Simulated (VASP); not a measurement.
## WS: single point with r2SCAN+U

The system is WS.

```
W S
1.0
     0.00000    2.95947    2.95947
     2.95947    0.00000    2.95947
     2.95947    2.95947    0.00000
W S
1 1
Direct
  0.00000 0.00000 0.00000
  0.25000 0.25000 0.25000
```

```json
{
 "Program": "VASP 6.6.1",
 "Task": "single point",
 "Functional": "r2SCAN",
 "Potentials or basis": "VASP PAW PBE potentials, release 64 (W_sv, S)",
 "Cutoff": "520 eV",
 "k mesh": "12 × 12 × 12",
 "Occupations": "gaussian, width 0.1 eV",
 "Spin": "collinear spin",
 "Starting moments": "[1.0, 0.0] μB",
 "Hubbard terms": "W d U = 6.2 eV",
 "Dipole correction": "no",
 "Further INCAR settings": "ALGO = Normal; EDIFF = 1e-06; NBANDS = 21"
}
```

- Pressure: -1.7 GPa
- Band gap on the k mesh: zero (filled and empty bands overlap)
- Net moment: 4.00 μB per cell
- Site moments: W +3.25; S -0.21 μB
- Valence electrons inside the program's atomic spheres: W 11.80; S 3.71

Levels at points of the mesh, in eV from the Fermi level:
Spin up:
| k point | band 9 | band 10 | band 11 | band 12 | band 13 | band 14 | band 15 | band 16 |
| --- | --- | --- | --- | --- | --- | --- | --- | --- |
| (0.00, 0.00, 0.00) | -3.33 | -3.33 | -1.26 | 2.07 | 2.07 | 2.07 | 5.71 | 5.71 |
| (0.50, 0.00, 0.00) | -2.87 | -2.87 | -1.95 | 0.30 | 0.30 | 1.53 | 5.83 | 7.07 |
| (0.50, 0.50, 0.00) | -2.91 | -2.89 | -2.73 | -0.99 | -0.99 | 4.14 | 4.52 | 7.32 |
Spin down:
```
           k point  band 6  band 7  band 8  band 9  band 10  band 11
(0.00, 0.00, 0.00)   -4.66   -4.66   -4.66    0.61     3.21     3.21
(0.50, 0.00, 0.00)   -6.07   -4.54   -4.54    2.30     3.33     3.33
(0.50, 0.50, 0.00)   -6.19   -4.54   -4.54    0.56     2.03     4.19
```

Eigenvalues of the final occupation matrices:
```
    site  spin  trace               eigenvalues
site 1 d     1   3.29  0.59 0.59 0.59 0.76 0.76
site 1 d     2   0.17  0.01 0.01 0.05 0.05 0.05
```

Run time: 5.2 min on 1 thread of Intel(R) Xeon(R) Platinum 8488C (Sapphire Rapids), with other jobs on the host, peak memory 0.29 GiB.

Caveat: the PAW data sets were made with another functional, which shifts forces and pressure a little; spin-orbit coupling is left out, which moves the levels of the heavy elements.
